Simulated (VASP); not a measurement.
A run of VASP 6.6.1:

File POSCAR:

```
K
1.0
   -2.6512413390      2.6512413390      2.6512413390
    2.6512413390     -2.6512413390      2.6512413390
    2.6512413390      2.6512413390     -2.6512413390
K
1
Direct
    0.0000000000      0.0000000000      0.0000000000
```

INCAR.step1

```
PREC = Accurate ; ENCUT = 520
ISMEAR = -1 ; SIGMA = 0.1
LREAL = False ; LASPH = True
NELM = 80 ; NBANDS = 10
GGA = PE ; ALGO = Normal
EDIFF = 1E-4 ; LWAVE = True
LCHARG = False
```

File INCAR.step2:

```
PREC = Accurate ; ENCUT = 520
EDIFF = 1E-6 ; ISMEAR = -1
SIGMA = 0.1 ; LREAL = False
LASPH = True ; NELM = 80
ALGO = Normal ; ISIF = 2
LWAVE = False ; LCHARG = True
METAGGA = R2SCAN ; LMIXTAU = True
LELF = True ; LVHAR = True
NBANDS = 10 ; ISTART = 1
```

File KPOINTS:

```
Automatic mesh
0
Gamma
  9 9 9
```

Potentials or basis: VASP PAW PBE potentials, release 64 (K_sv).

Launch:

```console
$ cat potpaw_PBE.64/K_sv/POTCAR > POTCAR
$ cp INCAR.step1 INCAR
$ mpirun -np 1 vasp_std > vasp.out
$ cp INCAR.step2 INCAR
$ mpirun -np 1 vasp_std > vasp.out
```

Hardware: 1 thread of Intel(R) Xeon(R) Platinum 8488C (Sapphire Rapids), with other jobs on the host.

Q: How long does it take, and how much memory?

A: Run time: 72 s on 1 thread of Intel(R) Xeon(R) Platinum 8488C (Sapphire Rapids), on a shared host, peak memory 0.21 GiB. Counts: k points 35.
